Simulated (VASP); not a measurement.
Crystal: HgTe.

```
Hg Te
1.0
     0.00000    3.21450    3.21450
     3.21450    0.00000    3.21450
     3.21450    3.21450    0.00000
Hg Te
1 1
Direct
  0.00000 0.00000 0.00000
  0.75000 0.75000 0.75000
```

Base run:

| Item | Value |
| --- | --- |
| Program | VASP 6.6.1 |
| Functional | PBE |
| Potentials or basis | VASP PAW PBE potentials, release 64 (Hg, Te) |
| Cutoff | 520 eV |
| k mesh | 7 × 7 × 7 |
| Occupations | fermi-dirac, width 0.05 eV |
| Spin | non-collinear spin, zero start, spin-orbit coupling |
| Starting moments | [[0.0, 0.0, 0.0], [0.0, 0.0, 0.0]] μB |

Its results: pressure 4.4 GPa; net moment 0.00 μB per cell.

The run is repeated on the same cell with these changes: functional from PBE to PBEsol. What comes out?

Pressure 1.6 GPa; net moment 0.00 μB per cell.

PBEsol binds more tightly than PBE, so the same cell stands under less pressure.

Caveats: the cell stands under pressure (at least some runs); the PAW data sets were made with another functional, which shifts forces and pressure a little (at least some runs).
